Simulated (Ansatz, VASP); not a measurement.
## Two plane-wave programs on LiNbO3

```
Li Nb O
1.0
     2.51218    1.45041    4.74567
    -2.51218    1.45041    4.74567
     0.00000   -2.90081    4.74567
Li Nb O
2 2 6
Direct
  0.28159 0.28159 0.28159
  0.78159 0.78159 0.78159
  0.00049 0.00049 0.00049
  0.50049 0.50049 0.50049
  0.11046 0.35803 0.72110
  0.72110 0.11046 0.35803
  0.35803 0.72110 0.11046
  0.22110 0.85803 0.61046
  0.85803 0.61046 0.22110
  0.61046 0.22110 0.85803
```

Alike in both runs: task single point; functional PBE; k mesh 6 × 6 × 6; occupations gaussian, width 0.05 eV; no spin polarisation.

```csv
,VASP,Ansatz
version,VASP 6.6.1,Ansatz 0.2.0
potentials or method,"VASP PAW PBE potentials, release 64 (Li_sv, Nb_sv, O), cutoff 520 eV","scalar-relativistic, plane waves, PAW"
valence electrons in the cell,68,68
```

|  | VASP | Ansatz | Ansatz less VASP |
| --- | --- | --- | --- |
| gap on the k mesh at the Fermi level (eV) | 3.77 | 3.79 | +0.014 |
| least direct gap on the mesh (eV) | 3.78 | 3.79 | +0.014 |
| rms of the force components (eV/Å) | 0.445 | 0.438 | -0.0070 |

Atom by atom the forces differ by 0.016 eV/Å (rms over components). The functional is the same, so the differences come from potentials, cutoffs and numerics.

Noted on VASP's run: the cutoff is under 1.25 times that of the potentials, so the pressure is a little rough.
